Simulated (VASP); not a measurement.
# SrCl2 (Fm-3m) in VASP: settings compared

The runs below take SrCl2 through single point, with HSE06, PBE-based screened hybrid with 50 % exact exchange.

All numbers are computed with VASP 6.6.1; they aren't measurements. Logs are shortened: lines on timing, memory, paths and dates and some standing lists are left out, and cuts for length are marked.

### 1 The cell of the first run

It takes space group Fm-3m (No. 225, cubic). The conventional cell has a = 6.995 Å, b = 6.995 Å, c = 6.995 Å, α = 90.00°, β = 90.00°, γ = 90.00°. Within 4.0 Å of Sr (site symmetry m-3m) lie 8 Cl at 3.03 Å. Within 4.0 Å of Cl (site symmetry -43m) lie 4 Sr at 3.03 Å and 6 Cl at 3.50 Å.

### 2 Single point, HSE06

File POSCAR:

```
SrCl2
1.0
    0.0000000000      3.4977180853      3.4977180853
    3.4977180853      0.0000000000      3.4977180853
    3.4977180853      3.4977180853      0.0000000000
Sr Cl
1 2
Direct
    0.0000000000      0.0000000000      0.0000000000
    0.2500000000      0.2500000000      0.2500000000
    0.7500000000      0.7500000000      0.7500000000
```

File INCAR.step1:

```
PREC = Accurate
ENCUT = 520
EDIFF = 1E-5
ISMEAR = 0
SIGMA = 0.01
LREAL = False
LASPH = True
NELM = 60
ALGO = Normal
ISIF = 2
LWAVE = True
LCHARG = False
NBANDS = 19
GGA = PE
```

File INCAR.step2:

```
PREC = Accurate
ENCUT = 520
EDIFF = 1E-7
ISMEAR = 0
SIGMA = 0.01
LREAL = False
LASPH = True
NELM = 60
ALGO = Normal
ISIF = 2
LWAVE = False
LCHARG = False
GGA = PE
LHFCALC = True
HFSCREEN = 0.2079
PRECFOCK = Normal
NBANDS = 19
ISTART = 1
```

File KPOINTS:

```
regular mesh
0
Gamma
  4 4 4
```

Potentials or basis: VASP PAW PBE potentials, release 64 (Sr_sv, Cl).

The run is started by

```
$ cat potpaw_PBE.64/Sr_sv/POTCAR potpaw_PBE.64/Cl/POTCAR > POTCAR
$ cp INCAR.step1 INCAR
$ mpirun -np 1 vasp_std > vasp.out
$ cp INCAR.step2 INCAR
$ mpirun -np 1 vasp_std > vasp.out
```

OUTCAR:

```text
PREC = Accurate
   ENCUT = 520
   EDIFF = 1E-7
   ISMEAR = 0
   LREAL = False
   LASPH = True
   NELM = 60
   ISIF = 2
   GGA = PE
   LHFCALC = True
   HFSCREEN = 0.2079
   PRECFOCK = Normal
   ISTART = 1

 ion  position               nearest neighbor table
   1  0.000  0.000  0.000-   3 3.03   3 3.03   3 3.03   2 3.03   2 3.03   2 3.03   3 3.03   2 3.03

   2  0.250  0.250  0.250-   1 3.03   1 3.03   1 3.03   1 3.03
   3  0.750  0.750  0.750-   1 3.03   1 3.03   1 3.03   1 3.03

  LATTYP: Found a face centered cubic cell.
 ALAT       =     6.9954361706

  Lattice vectors:

 A1 = (   0.0000000000,   3.4977180853,   3.4977180853)
 A2 = (   3.4977180853,   0.0000000000,   3.4977180853)
 A3 = (   3.4977180853,   3.4977180853,   0.0000000000)

Analysis of symmetry for initial positions (statically):
=====================================================================
 Subroutine PRICEL returns:
 Original cell was already a primitive cell.

 Routine SETGRP: Setting up the symmetry group for a
 face centered cubic supercell.

 Subroutine GETGRP returns: Found 48 space group operations
 (whereof 48 operations were pure point group operations)
 out of a pool of 48 trial point group operations.

The static configuration has the point symmetry O_h .

Analysis of symmetry for dynamics (positions and initial velocities):
=====================================================================
 Subroutine PRICEL returns:
 Original cell was already a primitive cell.

 Routine SETGRP: Setting up the symmetry group for a
 face centered cubic supercell.

 Subroutine GETGRP returns: Found 48 space group operations
 (whereof 48 operations were pure point group operations)
 out of a pool of 48 trial point group operations.

The dynamic configuration has the point symmetry O_h .

 Subroutine INISYM returns: Found 48 space group operations
 (whereof 48 operations are pure point group operations),
 and found     1 'primitive' translations

----------------------------------------------------------------------------------------

                                     Primitive cell

  volume of cell :      85.5824

  direct lattice vectors                    reciprocal lattice vectors
     0.000000000  3.497718085  3.497718085    -0.142950343  0.142950343  0.142950343
     3.497718085  0.000000000  3.497718085     0.142950343 -0.142950343  0.142950343
     3.497718085  3.497718085  0.000000000     0.142950343  0.142950343 -0.142950343

  length of vectors
     4.946520354  4.946520354  4.946520354     0.247597257  0.247597257  0.247597257

  position of ions in fractional coordinates (direct lattice)
     0.000000000  0.000000000  0.000000000
     0.250000000  0.250000000  0.250000000
     0.750000000  0.750000000  0.750000000

  ion indices of the primitive-cell ions
   primitive index   ion index
                 1           1
                 2           2
                 3           3

----------------------------------------------------------------------------------------

 KPOINTS: regular mesh

Automatic generation of k-mesh.
 Grid dimensions read from file:
 generate k-points for:    4    4    4

 Generating k-lattice:

  Cartesian coordinates                     Fractional coordinates (reciprocal lattice)
    -0.035737586  0.035737586  0.035737586     0.250000000  0.000000000  0.000000000
     0.035737586 -0.035737586  0.035737586     0.000000000  0.250000000  0.000000000
     0.035737586  0.035737586 -0.035737586     0.000000000  0.000000000  0.250000000

  Length of vectors
     0.061899314  0.061899314  0.061899314

  Shift w.r.t. Gamma in fractional coordinates (k-lattice)
     0.000000000  0.000000000  0.000000000

 Subroutine IBZKPT returns following result:
 ===========================================

 Found      8 irreducible k-points:

 Following reciprocal coordinates:
            Coordinates               Weight
  0.000000  0.000000  0.000000      1.000000
  0.250000  0.000000  0.000000      8.000000
  0.500000  0.000000  0.000000      4.000000
  0.250000  0.250000  0.000000      6.000000
  0.500000  0.250000  0.000000     24.000000
 -0.250000  0.250000  0.000000     12.000000
  0.500000  0.500000  0.000000      3.000000
 -0.250000  0.500000  0.250000      6.000000
   k-points           NKPTS =      8   k-points in BZ     NKDIM =     64   number of bands    NBANDS=     19
   number of dos      NEDOS =    301   number of ions     NIONS =      3
   total plane-waves  NPLWV =  64000
   dimension x,y,z NGX =    40 NGY =   40 NGZ =   40
   dimension x,y,z NGXF=    80 NGYF=   80 NGZF=   80
   ions per type =               1   2
   NGX,Y,Z   is equivalent  to a cutoff of  13.44, 13.44, 13.44 a.u.
   NGXF,Y,Z  is equivalent  to a cutoff of  26.89, 26.89, 26.89 a.u.
 SYSTEM =  unknown system
   PREC   = accura    normal or accurate (medium, high low for compatibility)
   ISTART =      1    job   : 0-new  1-cont  2-samecut
   ICHARG =      0    charge: 1-file 2-atom 10-const
   ISPIN  =      1    spin polarized calculation?
   LNONCOLLINEAR =      F non collinear calculations
   LSORBIT =      F    spin-orbit coupling
   LASPH  =      T    aspherical Exc in radial PAW
   ENCUT  =  520.0 eV  38.22 Ry    6.18 a.u.   9.20  9.20  9.20*2*pi/ulx,y,z
   NELM   =     60;   NELMIN=  2; NELMDL=  0     # of ELM steps
   EDIFF  = 0.1E-06   stopping-criterion for ELM
   LREAL  =      F    real-space projection
   EDIFFG = 0.1E-05   stopping-criterion for IOM
   NSW    =      0    number of steps for IOM
   IBRION =     -1    ionic relax: 0-MD 1-quasi-New 2-CG
   NFREE  =      0    steps in history (QN), initial steepest desc. (CG)
   ISIF   =      2    stress and relaxation
   ISYM   =      3    0-nonsym 1-usesym 2-fastsym
   POTIM  = 0.5000    time-step for ionic-motion
   TEBEG  =    0.0;   TEEND  =   0.0 temperature during run
   PSTRESS=    0.0 pullay stress
   NELECT =      24.0000    total number of electrons
   NUPDOWN=      -1.0000    fix difference up-down
   EMIN   =  10.00;   EMAX   =-10.00  energy-range for DOS
   EFERMI =   0.00;   METHOD = LEGACY
   ISMEAR =     0;   SIGMA  =   0.01  broadening in eV -4-tet -1-fermi 0-gaus
   EFERMI_NEDOS =   21; number of points for ismear=-14 and -15
   IALGO  =     38    algorithm
   IMIX   =      1    mixing-type and parameters
     AMIX     =   0.40;   BMIX     =  1.00
     AMIX_MAG =   1.60;   BMIX_MAG =  1.00
  volume/ion in A,a.u.               =      28.53       192.51
  Fermi-wavevector in a.u.,A,eV,Ry     =   1.071562  2.024958 15.622809  1.148244
  Thomas-Fermi vector in A             =   2.207306
   LORBIT       =      0    0 simple, 1 ext, 2 COOP (PROOUT), +10 PAW based schemes
   GGA     = PE    functional components
   LHFCALC =     T    Hartree Fock is set to
   PRECFOCK=normal    Normal, Fast or Accurate (Low or Medium for compatibility)
   ENCUT4O =  -1.0   cutoff for four orbital integrals eV
   NKREDX  =     1    reduce k-point grid by
   NKREDY  =     1    reduce k-point grid by
   NKREDZ  =     1    reduce k-point grid by
   AEXX    =    0.2500 exact exchange contribution
   HFSCREEN=    0.2079 screening length (either q_TF or 0.3 A-1)
   HFSCREENC=   0.2079 screening length for correlation (either q_TF or 0.3 A-1)
   ENCUTFOCK=  -1.0 apply spherical cutoff to Coloumb kernel
   IVDW    =     0    specifies the selected vdW correction
   LEPSILON=     F    determine dielectric tensor
   LRPA    =     F    only Hartree local field effects (RPA)
 non-spin polarized calculation
 Gauss-broadening in eV      SIGMA  =   0.01
  energy-cutoff  :      520.00
  volume of cell :       85.58
 maximum number of plane-waves:      2332
 NGX is ok and might be reduce to    40
  NGX = 28; NGY = 28; NGZ = 28

 number of electron      24.0000002 magnetization

 Free energy of the ion-electron system (eV)
  ---------------------------------------------------
  ext. energy  EPLUGINS =         0.00000000
  ---------------------------------------------------
  free energy    TOTEN  =       -14.81300652 eV

  energy without entropy =      -14.81300652  energy(sigma->0) =      -14.81300652

 E-fermi :  -0.6577     XC(G=0):  -6.8774

 val. band max:       -0.8231141695   @ k =   0.5000   0.5000   0.0000
 cond. band min:       5.7608674481   @ k =   0.0000   0.0000   0.0000
 fundamental gap:      6.5839816176
 Fermi energy:        -0.6576583264

 k-point     1 :       0.0000    0.0000    0.0000
  band No.  band energies     occupation
      1     -35.8062      2.00000
      2     -16.5213      2.00000
      3     -16.5213      2.00000
      4     -16.5212      2.00000
      5     -15.3500      2.00000
      6     -14.4434      2.00000
[... 11 lines left out ...]
     18       9.5363      0.00000
     19      10.1544      0.00000

 k-point     2 :       0.2500    0.0000    0.0000
  band No.  band energies     occupation
      1     -35.8044      2.00000
      2     -16.7485      2.00000
      3     -16.5295      2.00000
      4     -16.5295      2.00000
      5     -15.0147      2.00000
      6     -14.5375      2.00000
[... 11 lines left out ...]
     18       9.3468      0.00000
     19      10.3042      0.00000

 k-point     3 :       0.5000    0.0000    0.0000
  band No.  band energies     occupation
      1     -35.8027      2.00000
      2     -16.8990      2.00000
      3     -16.5378      2.00000
      4     -16.5378      2.00000
      5     -14.9244      2.00000
      6     -14.4500      2.00000
[... 11 lines left out ...]
     18       9.3915      0.00000
     19       9.3915      0.00000

 k-point     4 :       0.2500    0.2500    0.0000
  band No.  band energies     occupation
      1     -35.8038      2.00000
      2     -16.8006      2.00000
      3     -16.5409      2.00000
      4     -16.5409      2.00000
      5     -14.8620      2.00000
      6     -14.6103      2.00000
[... 11 lines left out ...]
     18       9.2330      0.00000
     19       9.6985      0.00000

 k-point     5 :       0.5000    0.2500    0.0000
  band No.  band energies     occupation
      1     -35.8021      2.00000
      2     -16.8749      2.00000
      3     -16.6438      2.00000
      4     -16.5491      2.00000
      5     -14.7205      2.00000
      6     -14.5459      2.00000
[... 11 lines left out ...]
     18       9.5581      0.00000
     19      10.3284      0.00000

 k-point     6 :      -0.2500    0.2500    0.0000
  band No.  band energies     occupation
      1     -35.8027      2.00000
      2     -16.8064      2.00000
      3     -16.6693      2.00000
      4     -16.5378      2.00000
      5     -14.7324      2.00000
      6     -14.5984      2.00000
[... 11 lines left out ...]
     18       9.3090      0.00000
     19      10.5548      0.00000

 k-point     7 :       0.5000    0.5000    0.0000
  band No.  band energies     occupation
      1     -35.8015      2.00000
      2     -16.9827      2.00000
      3     -16.5604      2.00000
      4     -16.5604      2.00000
      5     -14.7661      2.00000
      6     -14.4510      2.00000
[... 11 lines left out ...]
     18       9.1814      0.00000
     19      10.6033      0.00000

 k-point     8 :      -0.2500    0.5000    0.2500
  band No.  band energies     occupation
      1     -35.8015      2.00000
      2     -16.7899      2.00000
      3     -16.7899      2.00000
      4     -16.5608      2.00000
      5     -14.5902      2.00000
      6     -14.5902      2.00000
[... 11 lines left out ...]
     18      10.1826      0.00000
     19      11.2730      0.00000

------------------------ aborting loop because EDIFF is reached ----------------------------------------

  FORCE on cell =-STRESS in cart. coord.  units (eV):
  Direction    XX          YY          ZZ          XY          YZ          ZX
  --------------------------------------------------------------------------------------
  -------------------------------------------------------------------------------------
  Total        0.1364668      0.1364668      0.1364668      0.0000000      0.0000000     -0.0000000
  in kB        2.5547777      2.5547777      2.5547777      0.0000000      0.0000000     -0.0000000
  external PRESSURE =       2.5547777 kB  Pullay stress =       0.0000000 kB

 VOLUME and BASIS-vectors are now :
 -----------------------------------------------------------------------------
  energy-cutoff  :      520.00
  volume of cell :       85.58
      direct lattice vectors                 reciprocal lattice vectors
     0.000000000  3.497718085  3.497718085    -0.142950343  0.142950343  0.142950343
     3.497718085  0.000000000  3.497718085     0.142950343 -0.142950343  0.142950343
     3.497718085  3.497718085  0.000000000     0.142950343  0.142950343 -0.142950343

 POSITION                                       TOTAL-FORCE (eV/Angst)
 -----------------------------------------------------------------------------------
      0.00000      0.00000      0.00000        -0.000000      0.000000      0.000000
      1.74886      1.74886      1.74886         0.000000      0.000000      0.000000
      5.24658      5.24658      5.24658        -0.000000     -0.000000     -0.000000
 -----------------------------------------------------------------------------------
    total drift:                                0.000000      0.000000     -0.000000

  FREE ENERGIE OF THE ION-ELECTRON SYSTEM (eV)
  ---------------------------------------------------
  free  energy   TOTEN  =       -14.8130065170 eV

  energy  without entropy=      -14.8130065170  energy(sigma->0) =      -14.81300652
```

Wall time 21 min (1 thread of Intel Xeon Platinum 8259CL at 2.50GHz (Skylake/Cascade Lake), shared host); peak memory 0.35 GiB.

Results:

```
Free energy            : -14.8130 eV
Pressure               : 0.3 GPa
Band gap on the k mesh : 6.58 eV (least direct gap 6.82 eV)
```

Caveat: the PAW data sets were made with another functional, which shifts forces and pressure a little. A k mesh can miss the band edges.

### 3 Single point, PBE-based screened hybrid with 50 % exact exchange

POSCAR is that of step 2.

File INCAR.step1:

```
SYSTEM = SrCl2
PREC     = Accurate       ! precision mode
ENCUT    = 520            ! plane-wave cutoff, eV
EDIFF    = 1E-5           ! SCF threshold, eV
ISMEAR   = 0              ! smearing method
SIGMA    = 0.01           ! smearing width, eV
LREAL    = .FALSE.        ! projectors in reciprocal space
LASPH    = .TRUE.         ! aspherical terms in the spheres
NELM     = 60             ! most SCF steps
ALGO     = Normal         ! electronic algorithm
ISIF     = 2              ! what is computed and relaxed
LWAVE    = .TRUE.         ! write WAVECAR
LCHARG   = .FALSE.        ! write CHGCAR
GGA      = PE             ! functional
NBANDS   = 19             ! bands
```

File INCAR.step2:

```
SYSTEM = SrCl2
PREC     = Accurate       ! precision mode
ENCUT    = 520            ! plane-wave cutoff, eV
EDIFF    = 1E-7           ! SCF threshold, eV
ISMEAR   = 0              ! smearing method
SIGMA    = 0.01           ! smearing width, eV
LREAL    = .FALSE.        ! projectors in reciprocal space
LASPH    = .TRUE.         ! aspherical terms in the spheres
NELM     = 60             ! most SCF steps
ALGO     = Normal         ! electronic algorithm
ISIF     = 2              ! what is computed and relaxed
LWAVE    = .FALSE.        ! write WAVECAR
LCHARG   = .FALSE.        ! write CHGCAR
GGA      = PE             ! functional
LHFCALC  = .TRUE.         ! exact exchange
AEXX     = 0.5            ! exact-exchange fraction
HFSCREEN = 0.3            ! screening, 1/A
PRECFOCK = Normal       
ISTART   = 1            
NBANDS   = 19             ! bands
```

File KPOINTS:

```
regular mesh
0
G
  4 4 4
  0 0 0
```

Potentials or basis: VASP PAW PBE potentials, release 64 (Sr_sv, Cl).

The run is started by

```
$ cat potpaw_PBE.64/Sr_sv/POTCAR potpaw_PBE.64/Cl/POTCAR > POTCAR
$ cp INCAR.step1 INCAR
$ mpirun -np 1 vasp_std > vasp.out
$ cp INCAR.step2 INCAR
$ mpirun -np 1 vasp_std > vasp.out
```

Wall time 23 min (1 thread of Intel Xeon Platinum 8259CL at 2.50GHz (Skylake/Cascade Lake), shared host); peak memory 0.35 GiB.

The run converged. Its results:

```yaml
Free_energy: -16.3403 eV
Pressure: -0.2 GPa
Band_gap_on_the_k_mesh: 7.42 eV (least direct gap 7.65 eV)
```

Levels at points of the mesh, in eV from the valence-band top:
```tsv
k point	band 9	band 10	band 11	band 12	band 13	band 14	band 15	band 16
(0.00, 0.00, 0.00)	-2.34	-0.38	-0.38	-0.38	7.42	8.45	8.45	11.21
(0.50, 0.00, 0.00)	-1.62	-1.44	-1.18	-1.18	9.15	9.15	9.87	10.12
(0.50, 0.50, 0.00)	-2.12	-0.42	-0.42	0.00	7.65	9.54	10.24	10.65
```

Caveat: the PAW data sets were made with another functional, which shifts forces and pressure a little.
